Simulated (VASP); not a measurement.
# Mg2Be (Immm) in VASP: a series of runs, part 2 of 2

VASP 6.6.1. The steps go on from the part before.

### 3 Single point, PBE

This run uses another cell than the first one, of 18.62 Å³/atom.

The input, INCAR:

```
SYSTEM = Mg2Be
  PREC = Accurate
  ENCUT = 520
  EDIFF = 1E-6
  ISMEAR = 0
  SIGMA = 0.1
  LREAL = .False.
  LASPH = .True.
  NELM = 100
  ALGO = Fast
  ISIF = 2
  LWAVE = .False.
  LCHARG = .True.
  GGA = PE
  LELF = .True.
  LVHAR = .True.
  NBANDS = 10
```

The input, KPOINTS:

```
regular mesh
0
Gamma
  16 16 16
  0 0 0
```

The input, POSCAR:

```
Mg2Be
1.0
   -1.5991936152      2.3641546780      3.6938965421
    1.5991936152     -2.3641546780      3.6938965421
    1.5991936152      2.3641546780     -3.6938965421
Mg Be
2 1
Direct
    0.1989659304      0.1989659304      0.0000000000
    0.8010340696      0.8010340696      0.0000000000
    0.5000000000      0.0000000000      0.5000000000
```

Potentials or basis: VASP PAW PBE potentials, release 64 (Mg, Be).

The run is started by

```
$ cat potpaw_PBE.64/Mg/POTCAR potpaw_PBE.64/Be/POTCAR > POTCAR
$ mpirun -np 1 vasp_std > vasp.out
```

OUTCAR:

```text
SYSTEM = Mg2Be
   PREC = Accurate
   ENCUT = 520
   EDIFF = 1E-6
   ISMEAR = 0
   LREAL = .False.
   LASPH = .True.
   NELM = 100
   ISIF = 2
   GGA = PE

 ion  position               nearest neighbor table
   1  0.199  0.199  0.000-   3 2.74   3 2.74   3 2.78   3 2.78   2 2.94   2 2.95   2 2.95   2 2.95
                             2 2.95
   2  0.801  0.801  0.000-   3 2.74   3 2.74   3 2.78   3 2.78   1 2.94   1 2.95   1 2.95   1 2.95
                             1 2.95
   3  0.500  0.000  0.500-   2 2.74   1 2.74   2 2.74   1 2.74   2 2.78   1 2.78   1 2.78   2 2.78

  LATTYP: Found a body centered orthorhombic cell.
 ALAT       =     3.1983872304
 B/A-ratio  =     1.4783417439
 C/A-ratio  =     2.3098494810

  Lattice vectors:

 A1 = (  -1.5991936152,   2.3641546780,   3.6938965421)
 A2 = (   1.5991936152,  -2.3641546780,   3.6938965421)
 A3 = (   1.5991936152,   2.3641546780,  -3.6938965421)

Analysis of symmetry for initial positions (statically):
=====================================================================
 Subroutine PRICEL returns:
 Original cell was already a primitive cell.

 Routine SETGRP: Setting up the symmetry group for a
 body centered orthorhombic supercell.

 Subroutine GETGRP returns: Found  8 space group operations
 (whereof  8 operations were pure point group operations)
 out of a pool of  8 trial point group operations.

The static configuration has the point symmetry D_2h.

Analysis of symmetry for dynamics (positions and initial velocities):
=====================================================================
 Subroutine PRICEL returns:
 Original cell was already a primitive cell.

 Routine SETGRP: Setting up the symmetry group for a
 body centered orthorhombic supercell.

 Subroutine GETGRP returns: Found  8 space group operations
 (whereof  8 operations were pure point group operations)
 out of a pool of  8 trial point group operations.

The dynamic configuration has the point symmetry D_2h.

 Subroutine INISYM returns: Found  8 space group operations
 (whereof  8 operations are pure point group operations),
[... 127 lines left out ...]
   LEPSILON=     F    determine dielectric tensor
   LRPA    =     F    only Hartree local field effects (RPA)
 non-spin polarized calculation
 RMM-DIIS sequential band-by-band and
 Gauss-broadening in eV      SIGMA  =   0.10
  energy-cutoff  :      520.00
  volume of cell :       55.86
 maximum number of plane-waves:      1532
   NGX = 17   NGY = 17   NGZ = 17

 number of electron       6.0000000 magnetization

 Free energy of the ion-electron system (eV)
  ---------------------------------------------------
  ext. energy  EPLUGINS =         0.00000000
  ---------------------------------------------------
  free energy    TOTEN  =        -5.68846098 eV

  energy without entropy =       -5.68246370  energy(sigma->0) =       -5.68546234

 E-fermi :   2.6853     XC(G=0):  -8.7518

 val. band max:        2.6784877094   @ k =   0.1875   0.4375   0.1250
 cond. band min:       2.6861849353   @ k =  -0.2500   0.3125   0.0000
 fundamental gap:      0.0076972259
 Fermi energy:         2.6853397335

 k-point     1 :       0.0000    0.0000    0.0000
  band No.  band energies     occupation
      1      -4.5340      2.00000
      2       3.0195      0.00000
      3       3.2361      0.00000
      4       4.0466      0.00000
      5       4.9824      0.00000
      6       6.2797      0.00000
      7       6.7712      0.00000
      8       8.6696      0.00000
      9      11.5648      0.00000
     10      13.3226      0.00000
[... 287 lines left out ...]
 k-point    24 :      -0.1250    0.0625   -0.0000
  band No.  band energies     occupation
      1      -4.3703      2.00000
      2       2.1920      2.00000
      3       2.7066      0.76360
      4       4.5447      0.00000
      5       5.7996      0.00000
      6       6.4053      0.00000
      7       7.4023      0.00000
      8       8.2857      0.00000
      9      10.8748      0.00000
     10      12.5582      0.00000

 [... further k-points ...]

------------------------ aborting loop because EDIFF is reached ----------------------------------------

  FORCE on cell =-STRESS in cart. coord.  units (eV):
  Direction    XX          YY          ZZ          XY          YZ          ZX
  --------------------------------------------------------------------------------------
  -------------------------------------------------------------------------------------
  Total       -0.0295958     -0.0340299     -0.0169015      0.0000000      0.0000000      0.0000000
  in kB       -0.8488254     -0.9759984     -0.4847460      0.0000000      0.0000000      0.0000000
  external PRESSURE =      -0.7698566 kB  Pullay stress =       0.0000000 kB

 VOLUME and BASIS-vectors are now :
 -----------------------------------------------------------------------------
  energy-cutoff  :      520.00
  volume of cell :       55.86
      direct lattice vectors                 reciprocal lattice vectors
    -1.599193615  2.364154678  3.693896542     0.000000000  0.211492084  0.135358420
     1.599193615 -2.364154678  3.693896542     0.312657576  0.000000000  0.135358420
     1.599193615  2.364154678 -3.693896542     0.312657576  0.211492084  0.000000000

 POSITION                                       TOTAL-FORCE (eV/Angst)
 -----------------------------------------------------------------------------------
      0.00000      0.00000      1.46992        -0.000000     -0.000000      0.000008
      0.00000      0.00000      5.91787         0.000000      0.000000     -0.000008
      0.00000      2.36415      0.00000        -0.000000     -0.000000     -0.000000
 -----------------------------------------------------------------------------------
    total drift:                                0.000000      0.000000     -0.000000

  FREE ENERGIE OF THE ION-ELECTRON SYSTEM (eV)
  ---------------------------------------------------
  free  energy   TOTEN  =        -5.6884609780 eV

  energy  without entropy=       -5.6824636997  energy(sigma->0) =       -5.68546234
```

Wall time 5.1 min (1 thread of Intel Xeon 8259CL, shared host); peak memory 0.52 GiB.

What came out:

```yaml
Free_energy: -5.6885 eV
Pressure: -0.1 GPa
Band_gap_on_the_k_mesh: zero (bands 3 and 4 overlap by 2.74 eV)
```
